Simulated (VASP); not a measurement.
Set up this calculation in VASP 6.6.1, as the native input.

* Task: relaxation of cell and atoms
* Functional: PBE
* Potentials or basis: VASP PAW PBE potentials, release 64 (Ta_pv, N)
* Cutoff: 600 eV
* k mesh: 16 × 16 × 14
* Occupations: fermi-dirac, width 0.08 eV
* Spin: no spin polarisation
* Target pressure: 28 GPa
* Dipole correction: no
* Further INCAR settings: ALGO = Normal; EDIFF = 1e-06; IBRION = 2; EDIFFG = -0.005; NSW = 60; ISIF = 3

The structure of TaN (WC type) lies in POSCAR:

```
TaN
1.0
    2.8689926401      0.0000000000      0.0000000000
   -1.4344963200      2.4846205096      0.0000000000
    0.0000000000      0.0000000000      2.8116127873
Ta N
1 1
Direct
    0.0000000000      0.0000000000      0.0000000000
    0.3333333333      0.6666666667      0.5000000000
```

These files were run (other wordings do the same):

INCAR

```
PREC     = Accurate       # precision mode
ENCUT    = 600            # plane-wave cutoff, eV
EDIFF    = 1E-6           # SCF threshold, eV
ISMEAR   = -1             # smearing method
SIGMA    = 0.08           # smearing width, eV
LREAL    = F              # projectors in reciprocal space
LASPH    = T              # aspherical terms in the spheres
NELM     = 80             # most SCF steps
ALGO     = Normal         # electronic algorithm
ISIF     = 3              # what is computed and relaxed
LWAVE    = F              # write WAVECAR
LCHARG   = F              # write CHGCAR
GGA      = PE             # functional
IBRION   = 2              # ionic algorithm
NSW      = 60             # ionic steps
EDIFFG   = -0.005         # ionic threshold
PSTRESS  = 280.0
```

KPOINTS

```
Automatic mesh
0
Gamma
  16 16 14
```

Potentials or basis: VASP PAW PBE potentials, release 64 (Ta_pv, N).

The run is started by

```sh
$ cat potpaw_PBE.64/Ta_pv/POTCAR potpaw_PBE.64/N/POTCAR > POTCAR
$ mpirun -np 1 vasp_std > vasp.out
```

Results of the run:

- Relaxed volume: 10.19 Å³/atom
- Relaxed cell: a = 2.878 Å, b = 2.878 Å, c = 2.840 Å, α = 90.00°, β = 90.00°, γ = 120.00°
- Space group after relaxing (to 0.1 Å): P-6m2 (No. 187)
- Energy change on relaxing (the run minimises the enthalpy): -34.4 meV/atom
- Ionic steps: 6
- Pressure after relaxing: 28.0 GPa
- Band gap on the k mesh: zero (bands 8 and 9 overlap by 0.30 eV)

Caveat: the cell is relaxed towards a set pressure, so the run minimises the enthalpy, not the energy; spin-orbit coupling is left out, which moves the levels of the heavy elements.

It took 3.7 min on 1 thread of Intel Xeon 8259CL (shared host), peak memory 0.22 GiB.
